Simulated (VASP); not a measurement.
# TiCo in VASP: settings compared

Aim: see how the results for TiCo move with the level of theory and the settings. Levels: LDA, revPBE+D3(BJ). Tasks: single point.

Program: VASP 6.6.1. These are calculated values, not measurements. Logs are shortened: lines on timing, memory, paths and dates and some standing lists are left out, and cuts for length are marked.

## (1) The cell of the first run

The typed cell holds 2 atoms: a = 2.986 Å, b = 2.986 Å, c = 2.986 Å, α = 90.00°, β = 90.00°, γ = 90.00°.

## (2) Single point, LDA, collinear spin, ferromagnetic start

Input file INCAR:

```
SYSTEM = TiCo
ALGO     = Normal         ! electronic algorithm
EDIFF    = 1E-7           ! SCF threshold, eV
ENCUT    = 520            ! plane-wave cutoff, eV
GGA      = CA             ! functional
ISIF     = 2              ! what is computed and relaxed
ISMEAR   = 0              ! smearing method
ISPIN    = 2              ! spin polarisation
LASPH    = .TRUE.         ! aspherical terms in the spheres
LCHARG   = .TRUE.         ! write CHGCAR
LELF     = .TRUE.         ! ELF
LMAXMIX  = 4              ! l up to which the mixer works
LORBIT   = 11             ! projections on sites
LREAL    = .FALSE.        ! projectors in reciprocal space
LVHAR    = .TRUE.       
LWAVE    = .FALSE.        ! write WAVECAR
MAGMOM   = 2 1            ! initial moments
NBANDS   = 22             ! bands
NELM     = 150            ! most SCF steps
PREC     = Accurate       ! precision mode
SIGMA    = 0.05           ! smearing width, eV
```

Input file KPOINTS:

```
k-points
0
G
  7 7 7
  0 0 0
```

Input file POSCAR:

```
TiCo
1.0
    2.9861109900      0.0000000000      0.0000000000
    0.0000000000      2.9861109900      0.0000000000
    0.0000000000      0.0000000000      2.9861109900
Co Ti
1 1
Direct
    0.5055210000      0.5022710000      0.4966010000
    0.0047930000     -0.0085480000     -0.0036040000
```

Potentials or basis: VASP PAW LDA potentials, release 64 (Co, Ti_sv).

Command:

```bash
$ cat potpaw_LDA.64/Co/POTCAR potpaw_LDA.64/Ti_sv/POTCAR > POTCAR
$ mpirun -np 1 vasp_std > vasp.out
```

OUTCAR:

```text
SYSTEM = TiCo
   EDIFF = 1E-7
   ENCUT = 520
   GGA = CA
   ISIF = 2
   ISMEAR = 0
   ISPIN = 2
   LASPH = .TRUE.
   LORBIT = 11
   LREAL = .FALSE.
   NELM = 150
   PREC = Accurate

 ion  position               nearest neighbor table
   1  0.506  0.502  0.497-   2 2.57   2 2.57   2 2.57   2 2.57   2 2.60   2 2.60   2 2.61   2 2.61

   2  0.005  0.991  0.996-   1 2.57   1 2.57   1 2.57   1 2.57   1 2.60   1 2.60   1 2.61   1 2.61

  LATTYP: Found a simple cubic cell.
 ALAT       =     2.9861109900

  Lattice vectors:

 A1 = (   2.9861109900,   0.0000000000,   0.0000000000)
 A2 = (   0.0000000000,   2.9861109900,   0.0000000000)
 A3 = (   0.0000000000,   0.0000000000,   2.9861109900)

Analysis of symmetry for initial positions (statically):
=====================================================================
 Subroutine PRICEL returns:
 Original cell was already a primitive cell.

 Routine SETGRP: Setting up the symmetry group for a
 simple cubic supercell.

 Subroutine GETGRP returns: Found  1 space group operations
 (whereof  1 operations were pure point group operations)
 out of a pool of 48 trial point group operations.

The static configuration has the point symmetry C_1 .

Analysis of symmetry for dynamics (positions and initial velocities):
=====================================================================
 Subroutine PRICEL returns:
 Original cell was already a primitive cell.

 Routine SETGRP: Setting up the symmetry group for a
 simple cubic supercell.

 Subroutine GETGRP returns: Found  1 space group operations
 (whereof  1 operations were pure point group operations)
 out of a pool of 48 trial point group operations.

The dynamic configuration has the point symmetry C_1 .

Analysis of structural, dynamic, and magnetic symmetry:
=====================================================================
 Subroutine PRICEL returns:
 Original cell was already a primitive cell.

 Routine SETGRP: Setting up the symmetry group for a
 simple cubic supercell.

 Subroutine GETGRP returns: Found  1 space group operations
 (whereof  1 operations were pure point group operations)
 out of a pool of 48 trial point group operations.

The overall configuration has the point symmetry C_1 .

 Subroutine INISYM returns: Found  1 space group operations
 (whereof  1 operations are pure point group operations),
 and found     1 'primitive' translations

----------------------------------------------------------------------------------------

                                     Primitive cell

  volume of cell :      26.6267

  direct lattice vectors                    reciprocal lattice vectors
     2.986110990  0.000000000  0.000000000     0.334883735  0.000000000  0.000000000
     0.000000000  2.986110990  0.000000000     0.000000000  0.334883735  0.000000000
     0.000000000  0.000000000  2.986110990     0.000000000  0.000000000  0.334883735

  length of vectors
     2.986110990  2.986110990  2.986110990     0.334883735  0.334883735  0.334883735

  position of ions in fractional coordinates (direct lattice)
     0.505521000  0.502271000  0.496601000
     0.004793000  0.991452000  0.996396000

  ion indices of the primitive-cell ions
   primitive index   ion index
                 1           1
                 2           2

----------------------------------------------------------------------------------------

 KPOINTS: k-points

Automatic generation of k-mesh.
 Grid dimensions read from file:
 generate k-points for:    7    7    7

 Generating k-lattice:

  Cartesian coordinates                     Fractional coordinates (reciprocal lattice)
     0.047840534  0.000000000  0.000000000     0.142857143  0.000000000  0.000000000
     0.000000000  0.047840534  0.000000000     0.000000000  0.142857143  0.000000000
     0.000000000  0.000000000  0.047840534     0.000000000  0.000000000  0.142857143

  Length of vectors
     0.047840534  0.047840534  0.047840534

  Shift w.r.t. Gamma in fractional coordinates (k-lattice)
     0.000000000  0.000000000  0.000000000

 Subroutine IBZKPT returns following result:
 ===========================================

 Found    172 irreducible k-points:

 Following reciprocal coordinates:
            Coordinates               Weight
  0.000000  0.000000  0.000000      1.000000
  0.142857  0.000000  0.000000      2.000000
  0.000000  0.142857  0.000000      2.000000
  0.000000  0.000000  0.142857      2.000000
  0.285714  0.000000  0.000000      2.000000
  0.000000  0.285714  0.000000      2.000000
[... 16 lines left out ...]
  0.000000 -0.285714  0.142857      2.000000
 -0.142857  0.000000  0.285714      2.000000
 [... further k-points ...]
   k-points           NKPTS =    172   k-points in BZ     NKDIM =    172   number of bands    NBANDS=     22
   number of dos      NEDOS =    301   number of ions     NIONS =      2
   total plane-waves  NPLWV =  13824
   dimension x,y,z NGX =    24 NGY =   24 NGZ =   24
   dimension x,y,z NGXF=    48 NGYF=   48 NGZF=   48
   ions per type =               1   1
   NGX,Y,Z   is equivalent  to a cutoff of  13.36, 13.36, 13.36 a.u.
   NGXF,Y,Z  is equivalent  to a cutoff of  26.72, 26.72, 26.72 a.u.
 SYSTEM =  TiCo
   PREC   = accura    normal or accurate (medium, high low for compatibility)
   ISTART =      0    job   : 0-new  1-cont  2-samecut
   ICHARG =      2    charge: 1-file 2-atom 10-const
   ISPIN  =      2    spin polarized calculation?
   LNONCOLLINEAR =      F non collinear calculations
   LSORBIT =      F    spin-orbit coupling
   LASPH  =      T    aspherical Exc in radial PAW
   ENCUT  =  520.0 eV  38.22 Ry    6.18 a.u.   5.55  5.55  5.55*2*pi/ulx,y,z
   NELM   =    150;   NELMIN=  2; NELMDL= -5     # of ELM steps
   EDIFF  = 0.1E-06   stopping-criterion for ELM
   LREAL  =      F    real-space projection
   EDIFFG = 0.1E-05   stopping-criterion for IOM
   NSW    =      0    number of steps for IOM
   IBRION =     -1    ionic relax: 0-MD 1-quasi-New 2-CG
   NFREE  =      0    steps in history (QN), initial steepest desc. (CG)
   ISIF   =      2    stress and relaxation
   ISYM   =      2    0-nonsym 1-usesym 2-fastsym
   POTIM  = 0.5000    time-step for ionic-motion
   TEBEG  =    0.0;   TEEND  =   0.0 temperature during run
   PSTRESS=    0.0 pullay stress
   NELECT =      21.0000    total number of electrons
   NUPDOWN=      -1.0000    fix difference up-down
   EMIN   =  10.00;   EMAX   =-10.00  energy-range for DOS
   EFERMI =   0.00;   METHOD = LEGACY
   ISMEAR =     0;   SIGMA  =   0.05  broadening in eV -4-tet -1-fermi 0-gaus
   EFERMI_NEDOS =   21; number of points for ismear=-14 and -15
   IALGO  =     38    algorithm
   IMIX   =      4    mixing-type and parameters
     AMIX     =   0.40;   BMIX     =  1.00
     AMIX_MAG =   1.60;   BMIX_MAG =  1.00
  volume/ion in A,a.u.               =      13.31        89.84
  Fermi-wavevector in a.u.,A,eV,Ry     =   1.512546  2.858298 31.127355  2.287796
  Thomas-Fermi vector in A             =   2.622456
   LORBIT       =     11    0 simple, 1 ext, 2 COOP (PROOUT), +10 PAW based schemes
   GGA     = CA    functional components
   LHFCALC =     F    Hartree Fock is set to
   AEXX    =    0.0000 exact exchange contribution
   IVDW    =     0    specifies the selected vdW correction
   LEPSILON=     F    determine dielectric tensor
   LRPA    =     F    only Hartree local field effects (RPA)
 spin polarized calculation
 Gauss-broadening in eV      SIGMA  =   0.05
  energy-cutoff  :      520.00
  volume of cell :       26.63
 maximum number of plane-waves:       739
 NGX is ok and might be reduce to    24
   NGX = 11   NGY = 11   NGZ = 11

 number of electron      20.9999998 magnetization       0.6104966

 Free energy of the ion-electron system (eV)
  ---------------------------------------------------
  ext. energy  EPLUGINS =         0.00000000
  ---------------------------------------------------
  free energy    TOTEN  =       -17.48270387 eV

  energy without entropy =      -17.48133283  energy(sigma->0) =      -17.48201835

 E-fermi :   9.6195     XC(G=0): -12.8849

 val. band max:        9.5795473840   @ k =  -0.2857   0.4286   0.4286
 cond. band min:       9.6581911077   @ k =   0.2857   0.4286   0.2857
 fundamental gap:      0.0786437237
 Fermi energy:         9.6195177181

 spin component 1

 k-point     1 :       0.0000    0.0000    0.0000
  band No.  band energies     occupation
      1     -46.8468      1.00000
      2     -23.3194      1.00000
      3     -23.3193      1.00000
      4     -23.3193      1.00000
      5       2.0211      1.00000
      6       5.6771      1.00000
[... 14 lines left out ...]
     21      28.8926      0.00000
     22      30.6174      0.00000
[... 552 lines left out ...]
  band No.  band energies     occupation
      1     -46.8203      1.00000
      2     -23.5023      1.00000
      3     -23.3612      1.00000
      4     -23.3006      1.00000
      5       3.8432      1.00000
      6       6.2645      1.00000
[... 14 lines left out ...]
     21      28.2215      0.00000
     22      28.8991      0.00000

 [... further k-points ...]

 spin component 2

 k-point     1 :       0.0000    0.0000    0.0000
  band No.  band energies     occupation
      1     -46.8405      1.00000
      2     -23.3139      1.00000
      3     -23.3137      1.00000
      4     -23.3137      1.00000
      5       2.0687      1.00000
      6       6.0291      1.00000
[... 14 lines left out ...]
     21      29.0065      0.00000
     22      30.6214      0.00000
[... 552 lines left out ...]
  band No.  band energies     occupation
      1     -46.8140      1.00000
      2     -23.4971      1.00000
      3     -23.3558      1.00000
      4     -23.2951      1.00000
      5       3.8987      1.00000
      6       6.6242      1.00000
[... 14 lines left out ...]
     21      28.3192      0.00000
     22      28.9054      0.00000

 [... further k-points ...]

------------------------ aborting loop because EDIFF is reached ----------------------------------------

  FORCE on cell =-STRESS in cart. coord.  units (eV):
  Direction    XX          YY          ZZ          XY          YZ          ZX
  --------------------------------------------------------------------------------------
  -------------------------------------------------------------------------------------
  Total       -2.3922052     -2.3919315     -2.3921737      0.0004882      0.0001279      0.0000511
  in kB     -143.9432079   -143.9267384   -143.9413121      0.0293774      0.0076986      0.0030722
  external PRESSURE =    -143.9370861 kB  Pullay stress =       0.0000000 kB

 VOLUME and BASIS-vectors are now :
 -----------------------------------------------------------------------------
  energy-cutoff  :      520.00
  volume of cell :       26.63
      direct lattice vectors                 reciprocal lattice vectors
     2.986110990  0.000000000  0.000000000     0.334883735  0.000000000  0.000000000
     0.000000000  2.986110990  0.000000000     0.000000000  0.334883735  0.000000000
     0.000000000  0.000000000  2.986110990     0.000000000  0.000000000  0.334883735

 POSITION                                       TOTAL-FORCE (eV/Angst)
 -----------------------------------------------------------------------------------
      1.50954      1.49984      1.48291        -0.007945     -0.118625     -0.002278
      0.01431      2.96059      2.97535         0.007945      0.118625      0.002278
 -----------------------------------------------------------------------------------
    total drift:                                0.000326      0.000033     -0.000281

  FREE ENERGIE OF THE ION-ELECTRON SYSTEM (eV)
  ---------------------------------------------------
  free  energy   TOTEN  =       -17.4827038700 eV

  energy  without entropy=      -17.4813328300  energy(sigma->0) =      -17.48201835

 total charge

# of ion       s       p       d       tot
------------------------------------------
    1        0.528   0.439   7.351   8.317
    2        2.249   6.175   1.878  10.302
--------------------------------------------------
tot          2.777   6.614   9.228  18.619

 magnetization (x)

# of ion       s       p       d       tot
------------------------------------------
    1        0.025   0.002   0.594   0.621
    2       -0.000  -0.005   0.005  -0.001
--------------------------------------------------
tot          0.024  -0.003   0.599   0.620
```

Run time: 89 s. Hardware: 1 thread of AMD EPYC 9R45 (Zen 5), shared host; peak memory 0.22 GiB.

What came out:

```yaml
Free_energy: -17.4827 eV
Pressure: -14.4 GPa
Largest_force: 0.119 eV/Å
Net_moment: 0.61 μB per cell
Site_moments: Co +0.62; Ti -0.00 μB
Valence_electrons_inside_the_program's_atomic_spheres: Co 8.32; Ti 10.30
```

Forces in eV/Å, atoms in the order of the input:
```
Co  -0.008 -0.119 -0.002
Ti   0.008  0.119  0.002
```

Caveat: the cell stands under tension.

## (3) Single point, LDA, collinear spin, ferromagnetic start

Input file INCAR:

```
ALGO = Normal
EDIFF = 1E-6
ENCUT = 520
ISIF = 2
ISMEAR = 0
ISPIN = 2
LASPH = T
LCHARG = F
LMAXMIX = 4
LORBIT = 11
LREAL = F
LWAVE = F
MAGMOM = 2 1
NBANDS = 22
NELM = 150
PREC = Accurate
SIGMA = 0.05
```

Input file KPOINTS:

```
k-points
0
Gamma
  7 7 7
```

POSCAR is that of step 2.

Potentials or basis: VASP PAW LDA potentials, release 64 (Co, Ti_sv).

Command:

```bash
$ cat potpaw_LDA.64/Co/POTCAR potpaw_LDA.64/Ti_sv/POTCAR > POTCAR
$ mpirun -np 1 vasp_std > vasp.out
```

OUTCAR:

```text
EDIFF = 1E-6
   ENCUT = 520
   ISIF = 2
   ISMEAR = 0
   ISPIN = 2
   LASPH = T
   LORBIT = 11
   LREAL = F
   NELM = 150
   PREC = Accurate

 ion  position               nearest neighbor table
   1  0.506  0.502  0.497-   2 2.57   2 2.57   2 2.57   2 2.57   2 2.60   2 2.60   2 2.61   2 2.61

   2  0.005  0.991  0.996-   1 2.57   1 2.57   1 2.57   1 2.57   1 2.60   1 2.60   1 2.61   1 2.61

  LATTYP: Found a simple cubic cell.
 ALAT       =     2.9861109900

  Lattice vectors:

 A1 = (   2.9861109900,   0.0000000000,   0.0000000000)
 A2 = (   0.0000000000,   2.9861109900,   0.0000000000)
[... 1415 lines left out ...]

 VOLUME and BASIS-vectors are now :
 -----------------------------------------------------------------------------
  energy-cutoff  :      520.00
  volume of cell :       26.63
      direct lattice vectors                 reciprocal lattice vectors
     2.986110990  0.000000000  0.000000000     0.334883735  0.000000000  0.000000000
     0.000000000  2.986110990  0.000000000     0.000000000  0.334883735  0.000000000
     0.000000000  0.000000000  2.986110990     0.000000000  0.000000000  0.334883735

 POSITION                                       TOTAL-FORCE (eV/Angst)
 -----------------------------------------------------------------------------------
      1.50954      1.49984      1.48291        -0.007946     -0.118623     -0.002278
      0.01431      2.96059      2.97535         0.007946      0.118623      0.002278
 -----------------------------------------------------------------------------------
    total drift:                                0.000327      0.000025     -0.000282

  FREE ENERGIE OF THE ION-ELECTRON SYSTEM (eV)
  ---------------------------------------------------
  free  energy   TOTEN  =       -17.4827038565 eV

  energy  without entropy=      -17.4813360978  energy(sigma->0) =      -17.48201998

 total charge

# of ion       s       p       d       tot
------------------------------------------
    1        0.528   0.439   7.351   8.317
    2        2.249   6.175   1.878  10.302
--------------------------------------------------
tot          2.777   6.614   9.228  18.619

 magnetization (x)

# of ion       s       p       d       tot
------------------------------------------
    1        0.025   0.002   0.594   0.620
    2       -0.000  -0.005   0.005  -0.000
--------------------------------------------------
tot          0.024  -0.003   0.599   0.620
```

stdout:

```text
POSCAR found type information on POSCAR CoTi
 POSCAR found :  2 types and       2 ions
 scaLAPACK will be used
 LDA part: xc-table for (Slater(with rela. corr.)+CA(PZ))
 , standard interpolation
 POSCAR, INCAR and KPOINTS ok, starting setup
 FFT: planning ... GRIDC
 FFT: planning ... GRID_SOFT
 FFT: planning ... GRID
 WAVECAR not read
 entering main loop
```

Wall time 83 s (1 thread of AMD EPYC 9R45 (Zen 5), shared host); peak memory 0.22 GiB.

Results:

```yaml
Free_energy: -17.4827 eV
Pressure: -14.4 GPa
Largest_force: 0.119 eV/Å
Net_moment: 0.61 μB per cell
Site_moments: Co +0.62; Ti -0.00 μB
Valence_electrons_inside_the_program's_atomic_spheres: Co 8.32; Ti 10.30
```

Forces on the atoms (eV/Å):
```
Co  -0.008 -0.119 -0.002
Ti   0.008  0.119  0.002
```

Caveat: the cell stands under tension.

## (4) Single point, LDA, collinear spin, ferromagnetic start

Input file INCAR:

```
SYSTEM = TiCo
ALGO = Normal
EDIFF = 1E-6
ENCUT = 520
ISIF = 2
ISMEAR = 0
ISPIN = 2
LASPH = .TRUE.
LCHARG = .FALSE.
LMAXMIX = 4
LORBIT = 11
LREAL = .FALSE.
LWAVE = .FALSE.
MAGMOM = 2 1
NBANDS = 22
NELM = 150
PREC = Accurate
SIGMA = 0.05
```

Input file KPOINTS:

```
k-points
0
G
  7 7 7
  0 0 0
```

POSCAR is that of step 3.

Command:

```bash
$ cat potpaw_LDA.64/Co/POTCAR potpaw_LDA.64/Ti_sv/POTCAR > POTCAR
$ mpirun -np 1 vasp_std > vasp.out
```

It took 85 s on 1 thread of AMD EPYC 9R45 (Zen 5), shared host; peak memory 0.22 GiB.

Results (log left out):

| Quantity | Value |
| --- | --- |
| Free energy | -17.4827 eV |
| Pressure | -14.4 GPa |
| Largest force | 0.119 eV/Å |
| Net moment | 0.61 μB per cell |
| Site moments | Co +0.62; Ti -0.00 μB |
| Valence electrons inside the program's atomic spheres | Co 8.32; Ti 10.30 |

Forces on the atoms (eV/Å):
```
Co  -0.008 -0.119 -0.002
Ti   0.008  0.119  0.002
```

Levels at points of the mesh, in eV from the Fermi level:
Spin up:
```csv
k point,band 9,band 10,band 11,band 12,band 13,band 14
"(0.00, 0.00, 0.00)",-1.66,-1.66,0.60,0.61,2.69,2.69
```
Spin down:
| k point | band 8 | band 9 | band 10 | band 11 | band 12 | band 13 |
| --- | --- | --- | --- | --- | --- | --- |
| (0.00, 0.00, 0.00) | -1.27 | -1.27 | -1.27 | 0.90 | 0.91 | 2.77 |

Caveat: the cell stands under tension.

## (5) Single point, revPBE+D3(BJ), collinear spin, ferromagnetic start

Input file INCAR:

```
ALGO = Normal
EDIFF = 1E-6
ENCUT = 520
GGA = RE
ISIF = 2
ISMEAR = -1
ISPIN = 2
IVDW = 12
LASPH = T
LCHARG = F
LMAXMIX = 4
LORBIT = 11
LREAL = F
LWAVE = F
MAGMOM = 2 1
NBANDS = 22
NELM = 150
PREC = Accurate
SIGMA = 0.05
```

Input file KPOINTS:

```
k-points
0
Gamma
  9 9 9
```

Input file POSCAR:

```
TiCo
1.0
    2.9861109900      0.0000000000      0.0000000000
    0.0000000000      2.9861109900      0.0000000000
    0.0000000000      0.0000000000      2.9861109900
Co Ti
1 1
Direct
    0.5000000000      0.5000000000      0.5000000000
    0.0000000000      0.0000000000      0.0000000000
```

Potentials or basis: VASP PAW PBE potentials, release 64 (Co, Ti_sv).

Command:

```bash
$ cat potpaw_PBE.64/Co/POTCAR potpaw_PBE.64/Ti_sv/POTCAR > POTCAR
$ mpirun -np 1 vasp_std > vasp.out
```

It took 39 s on 1 thread of AMD EPYC 7R13 (Zen 3), shared host; peak memory 0.14 GiB.

The run converged. Its results:

```yaml
Free_energy: -16.9542 eV
Pressure: -10.5 GPa
Net_moment: 0.82 μB per cell
Site_moments: Co +0.92; Ti -0.04 μB
Valence_electrons_inside_the_program's_atomic_spheres: Co 8.29; Ti 10.28
Dispersion_energy_per_atom: -1.014 eV
```

Levels at points of the mesh, in eV from the Fermi level:
Spin up:
```
           k point  band 8  band 9  band 10  band 11  band 12  band 13  band 14  band 15
(0.00, 0.00, 0.00)   -1.90   -1.90    -1.90     0.47     0.47     2.65     2.65     2.65
```
Spin down:
```tsv
k point	band 7	band 8	band 9	band 10	band 11	band 12	band 13	band 14
(0.00, 0.00, 0.00)	-3.53	-1.35	-1.35	-1.35	1.01	1.01	2.74	2.74
```

Caveat: the cell stands under tension; the PAW data sets were made with another functional, which shifts forces and pressure a little.
